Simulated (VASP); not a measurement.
A run of VASP 6.6.1 is set up as follows.

The input INCAR:

```
SYSTEM = BaAu3
PREC = Accurate ; ENCUT = 520
EDIFF = 1E-6 ; ISMEAR = 0
SIGMA = 0.05 ; LREAL = .FALSE.
LASPH = .TRUE. ; NELM = 80
ALGO = Fast ; ISIF = 2
LWAVE = .FALSE. ; LCHARG = .TRUE.
GGA = PE ; LELF = .TRUE.
LVHAR = .TRUE. ; NBANDS = 30
```

The input KPOINTS:

```
Automatic mesh
0
G
  8 8 8
  0 0 0
```

Contents of POSCAR:

```
BaAu3
1.0
    4.7179440268      0.0000000000      0.0000000000
    0.0000000000      4.7179440268      0.0000000000
    0.0000000000      0.0000000000      4.7179440268
Ba Au
1 3
Direct
    0.0000000000      0.0000000000      0.0000000000
    0.0000000000      0.5000000000      0.5000000000
    0.5000000000      0.5000000000      0.0000000000
    0.5000000000      0.0000000000      0.5000000000
```

Potentials or basis: VASP PAW PBE potentials, release 64 (Ba_sv, Au).

Run with:

```console
$ cat potpaw_PBE.64/Ba_sv/POTCAR potpaw_PBE.64/Au/POTCAR > POTCAR
$ mpirun -np 1 vasp_std > vasp.out
```

Q: Predict the pressure.

A: -1.1 GPa.
